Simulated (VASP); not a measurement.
# GePt (P1) in VASP: single point with PBEsol

Aim: the single point of GePt with PBEsol.

Everything below comes from runs of VASP 6.6.1. Logs are shortened: lines on timing, memory, paths and dates and some standing lists are left out, and cuts for length are marked.

**1. The cell of the first run**

The typed cell holds 16 atoms: a = 6.830 Å, b = 6.830 Å, c = 7.128 Å, α = 106.33°, β = 106.33°, γ = 114.39°.

**2. Single point, PBEsol**

The input, INCAR:

```
SYSTEM = GePt
PREC = Accurate
ENCUT = 520
EDIFF = 1E-7
ISMEAR = -1
SIGMA = 0.05
LREAL = Auto
LASPH = .TRUE.
NELM = 80
ALGO = Normal
ISIF = 2
LWAVE = .FALSE.
LCHARG = .TRUE.
GGA = PS
LELF = .TRUE.
LVHAR = .TRUE.
NBANDS = 110
```

The input, KPOINTS:

```
Automatic mesh
0
Gamma
  4 4 4
  0.5 0.5 0.5
```

The input, POSCAR:

```
GePt
1.0
    5.7406006238     -3.7003359940      0.0000000000
   -5.7406006238     -3.7003359940      0.0000000000
    0.0000000000      3.7003359940     -6.0924384592
Ge Pt
8 8
Direct
    0.2480029436      0.4451556588      0.4245484000
    0.7413122990      0.9343779854      0.4084172564
    0.2775364815      0.0842103694      0.5945878689
    0.7687274474      0.5819577921      0.6009595377
    0.6869756466      0.9947983146      0.9080782739
    0.1533157769      0.4580901576      0.9173681503
    0.8121593504      0.4872355102      0.0748284949
    0.3414999300      0.0086931167      0.0873474560
    0.5260327280      0.5254449846      0.7934903294
    0.0378323469      0.0463781426      0.8147476636
    0.9753191456      0.9757398333      0.1898732351
    0.4911407261      0.4855418346      0.1965736721
    0.2834336596      0.7816026122      0.3010334880
    0.7748666001      0.2733807472      0.3061577089
    0.2155183542      0.7086887009      0.6977043804
    0.7083525890      0.2152834512      0.6806440521
```

Potentials or basis: VASP PAW PBE potentials, release 64 (Ge_d, Pt).

The run is started by

```
> cat potpaw_PBE.64/Ge_d/POTCAR potpaw_PBE.64/Pt/POTCAR > POTCAR
> mpirun -np 1 vasp_std > vasp.out
```

OUTCAR:

```text
SYSTEM = GePt
   PREC = Accurate
   ENCUT = 520
   EDIFF = 1E-7
   ISMEAR = -1
   LREAL = Auto
   LASPH = .TRUE.
   NELM = 80
   ISIF = 2
   GGA = PS

 ion  position               nearest neighbor table
   1  0.248  0.445  0.425-  15 2.38   9 2.52  11 2.62  12 2.62  13 2.63  14 2.70
   2  0.741  0.934  0.408-  16 2.45  12 2.49  11 2.52  14 2.56  13 2.64  10 2.69
   3  0.278  0.084  0.595-   9 2.45  13 2.52  16 2.52  10 2.56  11 2.71  15 2.76
   4  0.769  0.582  0.601-   9 2.41  14 2.55  10 2.58  15 2.61  16 2.62  12 2.68
   5  0.687  0.995  0.908-  11 2.46  16 2.50  10 2.58  15 2.62  14 2.66   9 2.70   7 2.87
   6  0.153  0.458  0.917-  10 2.40  12 2.48  16 2.49  13 2.60  15 2.62   9 2.83   7 2.91
   7  0.812  0.487  0.075-  14 2.49   9 2.53  12 2.57  16 2.59  13 2.63  11 2.81   5 2.87   6 2.91

   8  0.341  0.009  0.087-  14 2.42  13 2.46  10 2.57  15 2.58  11 2.74  12 2.76
   9  0.526  0.525  0.793-   4 2.41   3 2.45   1 2.52   7 2.53   5 2.70   6 2.83  15 2.90  16 2.91
                            12 3.03  11 3.05
  10  0.038  0.046  0.815-   6 2.40   3 2.56   8 2.57   5 2.58   4 2.58   2 2.69  11 2.96  16 2.98
                            12 3.00  15 3.05
  11  0.975  0.976  0.190-   5 2.46   2 2.52   1 2.62   3 2.71   8 2.74   7 2.81  14 2.95  10 2.96
                            13 2.96   9 3.05
  12  0.491  0.486  0.197-   6 2.48   2 2.49   7 2.57   1 2.62   4 2.68   8 2.76  14 2.93  13 2.96
                            10 3.00   9 3.03
  13  0.283  0.782  0.301-   8 2.46   3 2.52   6 2.60   1 2.63   7 2.63   2 2.64  16 2.91  11 2.96
                            12 2.96  15 3.13
  14  0.775  0.273  0.306-   8 2.42   7 2.49   4 2.55   2 2.56   5 2.66   1 2.70  12 2.93  16 2.94
                            11 2.95  15 2.98
  15  0.216  0.709  0.698-   1 2.38   8 2.58   4 2.61   6 2.62   5 2.62   3 2.76   9 2.90  14 2.98
                            10 3.05  13 3.13
  16  0.708  0.215  0.681-   2 2.45   6 2.49   5 2.50   3 2.52   7 2.59   4 2.62   9 2.91  13 2.91
                            14 2.94  10 2.98

  LATTYP: Found a face centered orthorhombic cell.
 ALAT       =     7.4006719880
 B/A-ratio  =     1.5513728032
 C/A-ratio  =     1.6464554757

  Lattice vectors:

 A1 = (  -5.7406006238,   0.0000000000,  -6.0924384592)
 A2 = (   0.0000000000,  -3.7003359940,  -6.0924384592)
 A3 = (  -5.7406006238,  -3.7003359940,   0.0000000000)

Analysis of symmetry for initial positions (statically):
=====================================================================
 Subroutine PRICEL returns:
 Original cell was already a primitive cell.

 Routine SETGRP: Setting up the symmetry group for a
 face centered orthorhombic supercell.

 Subroutine GETGRP returns: Found  1 space group operations
 (whereof  1 operations were pure point group operations)
 out of a pool of  8 trial point group operations.

The static configuration has the point symmetry C_1 .

Analysis of symmetry for dynamics (positions and initial velocities):
=====================================================================
 Subroutine PRICEL returns:
 Original cell was already a primitive cell.

 Routine SETGRP: Setting up the symmetry group for a
 face centered orthorhombic supercell.

 Subroutine GETGRP returns: Found  1 space group operations
 (whereof  1 operations were pure point group operations)
 out of a pool of  8 trial point group operations.

The dynamic configuration has the point symmetry C_1 .

 Subroutine INISYM returns: Found  1 space group operations
 (whereof  1 operations are pure point group operations),
 and found     1 'primitive' translations

----------------------------------------------------------------------------------------

                                     Primitive cell

  volume of cell :     258.8330

  direct lattice vectors                    reciprocal lattice vectors
     5.740600624 -3.700335994  0.000000000     0.087098900 -0.135122865 -0.082068946
    -5.740600624 -3.700335994  0.000000000    -0.087098900 -0.135122865 -0.082068946
     0.000000000  3.700335994 -6.092438459     0.000000000  0.000000000 -0.164137891

  length of vectors
     6.829859588  6.829859588  7.128133897     0.180498528  0.180498528  0.164137891

  position of ions in fractional coordinates (direct lattice)
     0.248002944  0.445155659  0.424548400
     0.741312299  0.934377985  0.408417256
     0.277536482  0.084210369  0.594587869
     0.768727447  0.581957792  0.600959538
     0.686975647  0.994798315  0.908078274
     0.153315777  0.458090158  0.917368150
[... 8 lines left out ...]
     0.215518354  0.708688701  0.697704380
     0.708352589  0.215283451  0.680644052

  ion indices of the primitive-cell ions
   primitive index   ion index
                 1           1
                 2           2
                 3           3
                 4           4
                 5           5
                 6           6
[... 8 lines left out ...]
                15          15
                16          16

----------------------------------------------------------------------------------------

 KPOINTS: Automatic mesh

Automatic generation of k-mesh.
 Grid dimensions read from file:
 generate k-points for:    4    4    4

 Generating k-lattice:

  Cartesian coordinates                     Fractional coordinates (reciprocal lattice)
     0.021774725 -0.033780716 -0.020517236     0.250000000  0.000000000  0.000000000
    -0.021774725 -0.033780716 -0.020517236     0.000000000  0.250000000  0.000000000
     0.000000000  0.000000000 -0.041034473     0.000000000  0.000000000  0.250000000

  Length of vectors
     0.045124632  0.045124632  0.041034473

  Shift w.r.t. Gamma in fractional coordinates (k-lattice)
     0.500000000  0.500000000  0.500000000

 Subroutine IBZKPT returns following result:
 ===========================================

 Found     32 irreducible k-points:

 Following reciprocal coordinates:
            Coordinates               Weight
  0.125000  0.125000  0.125000      2.000000
  0.125000  0.125000 -0.375000      2.000000
  0.375000  0.125000  0.125000      2.000000
  0.125000  0.375000  0.375000      2.000000
 -0.125000 -0.375000 -0.125000      2.000000
 -0.375000 -0.125000 -0.375000      2.000000
[... 16 lines left out ...]
  0.125000  0.375000 -0.375000      2.000000
 -0.125000 -0.125000  0.125000      2.000000
 [... further k-points ...]
   k-points           NKPTS =     32   k-points in BZ     NKDIM =     32   number of bands    NBANDS=    110
   number of dos      NEDOS =    301   number of ions     NIONS =     16
   total plane-waves  NPLWV = 157464
   dimension x,y,z NGX =    54 NGY =   54 NGZ =   54
   dimension x,y,z NGXF=   108 NGYF=  108 NGZF=  108
   ions per type =               8   8
   NGX,Y,Z   is equivalent  to a cutoff of  13.14, 13.14, 12.59 a.u.
   NGXF,Y,Z  is equivalent  to a cutoff of  26.29, 26.29, 25.19 a.u.
 SYSTEM =  GePt
   PREC   = accura    normal or accurate (medium, high low for compatibility)
   ISTART =      0    job   : 0-new  1-cont  2-samecut
   ICHARG =      2    charge: 1-file 2-atom 10-const
   ISPIN  =      1    spin polarized calculation?
   LNONCOLLINEAR =      F non collinear calculations
   LSORBIT =      F    spin-orbit coupling
   LASPH  =      T    aspherical Exc in radial PAW
   ENCUT  =  520.0 eV  38.22 Ry    6.18 a.u.  12.70 12.70 13.25*2*pi/ulx,y,z
   NELM   =     80;   NELMIN=  2; NELMDL= -5     # of ELM steps
   EDIFF  = 0.1E-06   stopping-criterion for ELM
   LREAL  =      T    real-space projection
   EDIFFG = 0.1E-05   stopping-criterion for IOM
   NSW    =      0    number of steps for IOM
   IBRION =     -1    ionic relax: 0-MD 1-quasi-New 2-CG
   NFREE  =      0    steps in history (QN), initial steepest desc. (CG)
   ISIF   =      2    stress and relaxation
   ISYM   =      2    0-nonsym 1-usesym 2-fastsym
   POTIM  = 0.5000    time-step for ionic-motion
   TEBEG  =    0.0;   TEEND  =   0.0 temperature during run
   PSTRESS=    0.0 pullay stress
   NELECT =     192.0000    total number of electrons
   NUPDOWN=      -1.0000    fix difference up-down
   EMIN   =  10.00;   EMAX   =-10.00  energy-range for DOS
   EFERMI =   0.00;   METHOD = LEGACY
   ISMEAR =    -1;   SIGMA  =   0.05  broadening in eV -4-tet -1-fermi 0-gaus
   EFERMI_NEDOS =   21; number of points for ismear=-14 and -15
   IALGO  =     38    algorithm
   IMIX   =      4    mixing-type and parameters
     AMIX     =   0.40;   BMIX     =  1.00
     AMIX_MAG =   1.60;   BMIX_MAG =  1.00
  volume/ion in A,a.u.               =      16.18       109.17
  Fermi-wavevector in a.u.,A,eV,Ry     =   1.481956  2.800491 29.881035  2.196194
  Thomas-Fermi vector in A             =   2.595802
   LORBIT       =      0    0 simple, 1 ext, 2 COOP (PROOUT), +10 PAW based schemes
   GGA     = PS    functional components
   LHFCALC =     F    Hartree Fock is set to
   AEXX    =    0.0000 exact exchange contribution
   IVDW    =     0    specifies the selected vdW correction
   LEPSILON=     F    determine dielectric tensor
   LRPA    =     F    only Hartree local field effects (RPA)
 non-spin polarized calculation
  energy-cutoff  :      520.00
  volume of cell :      258.83
 maximum number of plane-waves:      6995
 NGX is ok and might be reduce to    54
   NGX = 25   NGY = 25   NGZ = 27

 number of electron     191.9999993 magnetization

 Free energy of the ion-electron system (eV)
  ---------------------------------------------------
  ext. energy  EPLUGINS =         0.00000000
  ---------------------------------------------------
  free energy    TOTEN  =      -102.57487388 eV

  energy without entropy =     -102.54325188  energy(sigma->0) =     -102.55906288

 E-fermi :   9.5870     XC(G=0): -12.5993

 val. band max:        9.5799528823   @ k =  -0.3750   0.3750   0.3750
 cond. band min:       9.6360337051   @ k =  -0.3750   0.3750  -0.3750
 fundamental gap:      0.0560808229
 Fermi energy:         9.5870062399

 k-point     1 :       0.1250    0.1250    0.1250
  band No.  band energies     occupation
      1     -15.5561      2.00000
      2     -15.5450      2.00000
      3     -15.5340      2.00000
      4     -15.5180      2.00000
      5     -15.5116      2.00000
      6     -15.5040      2.00000
[... 100 lines left out ...]
    107      12.9519      0.00000
    108      13.2023      0.00000

 k-point     2 :       0.1250    0.1250   -0.3750
  band No.  band energies     occupation
      1     -15.5561      2.00000
      2     -15.5450      2.00000
      3     -15.5340      2.00000
      4     -15.5182      2.00000
      5     -15.5111      2.00000
      6     -15.5037      2.00000
[... 2434 lines left out ...]
 k-point    24 :      -0.1250   -0.1250    0.1250
  band No.  band energies     occupation
      1     -15.5562      2.00000
      2     -15.5452      2.00000
      3     -15.5341      2.00000
      4     -15.5182      2.00000
      5     -15.5115      2.00000
      6     -15.5042      2.00000
[... 100 lines left out ...]
    107      13.0171      0.00000
    108      13.1526      0.00000

 [... further k-points ...]

 [bands above 108 left out]

------------------------ aborting loop because EDIFF is reached ----------------------------------------

  FORCE on cell =-STRESS in cart. coord.  units (eV):
  Direction    XX          YY          ZZ          XY          YZ          ZX
  --------------------------------------------------------------------------------------
  -------------------------------------------------------------------------------------
  Total        3.1684928      3.4803347      2.9716467      0.2212419      0.0799921      0.9443168
  in kB       19.6129839     21.5432862     18.3945055      1.3694881      0.4951511      5.8453250
  external PRESSURE =      19.8502585 kB  Pullay stress =       0.0000000 kB

 VOLUME and BASIS-vectors are now :
 -----------------------------------------------------------------------------
  energy-cutoff  :      520.00
  volume of cell :      258.83
      direct lattice vectors                 reciprocal lattice vectors
     5.740600624 -3.700335994  0.000000000     0.087098900 -0.135122865 -0.082068946
    -5.740600624 -3.700335994  0.000000000    -0.087098900 -0.135122865 -0.082068946
     0.000000000  3.700335994 -6.092438459     0.000000000  0.000000000 -0.164137891

 POSITION                                       TOTAL-FORCE (eV/Angst)
 -----------------------------------------------------------------------------------
     -1.13177     -0.99395     -2.58653         0.890162      0.216912      1.265688
     -1.10831     -4.68934     -2.48826         0.817293      0.078126      0.097890
      1.10981      0.86159     -3.62249        -0.225174      1.061297      0.799530
      1.07217     -2.77424     -3.66131         0.201955     -0.887841      0.747981
     -1.76709     -2.86293     -5.53241         0.044446      0.901085      0.012349
     -1.74959      1.13216     -5.58901        -0.704277     -1.774026     -0.116138
[... 8 lines left out ...]
     -2.83109     -0.83814     -4.25072        -0.626658     -0.081690     -0.581446
      2.83051     -0.89915     -4.14678         0.069017     -0.029963      0.061782
 -----------------------------------------------------------------------------------
    total drift:                                0.001991     -0.003047      0.005400

  FREE ENERGIE OF THE ION-ELECTRON SYSTEM (eV)
  ---------------------------------------------------
  free  energy   TOTEN  =      -102.5748738816 eV

  energy  without entropy=     -102.5432518759  energy(sigma->0) =     -102.55906288
```

It took 81 min on 1 thread of Oxide Virtual Turin-like, shared host; peak memory 0.72 GiB.

What came out:

```yaml
Free_energy: -102.5749 eV
Pressure: 2.0 GPa
Largest_force: 1.912 eV/Å
Band_gap_on_the_k_mesh: zero (bands 96 and 97 overlap by 0.65 eV)
```

Forces in eV/Å, atoms in the order of the input:
```
Ge   0.890  0.217  1.266
Ge   0.817  0.078  0.098
Ge  -0.225  1.061  0.800
Ge   0.202 -0.888  0.748
Ge   0.044  0.901  0.012
Ge  -0.704 -1.774 -0.116
Ge  -0.561 -0.929 -0.591
Ge  -0.915  0.436  0.577
Pt  -0.419  0.036 -1.317
Pt   1.526  0.469  0.268
Pt   0.258 -0.281 -0.318
Pt  -0.118  0.470 -0.143
Pt  -0.259  0.820 -0.176
Pt   0.021 -0.505 -0.588
Pt  -0.627 -0.082 -0.581
Pt   0.069 -0.030  0.062
```

Stress tensor (GPa, compression positive):
```
1.96 0.14 0.58
0.14 2.15 0.05
0.58 0.05 1.84
```

Caveat: the atoms stand as in a frame of molecular dynamics; the PAW data sets were made with another functional, which shifts forces and pressure a little; spin-orbit coupling is left out, which moves the levels of the heavy elements.

The gap in the log of VASP goes by the Fermi energy; the results here count the filled bands.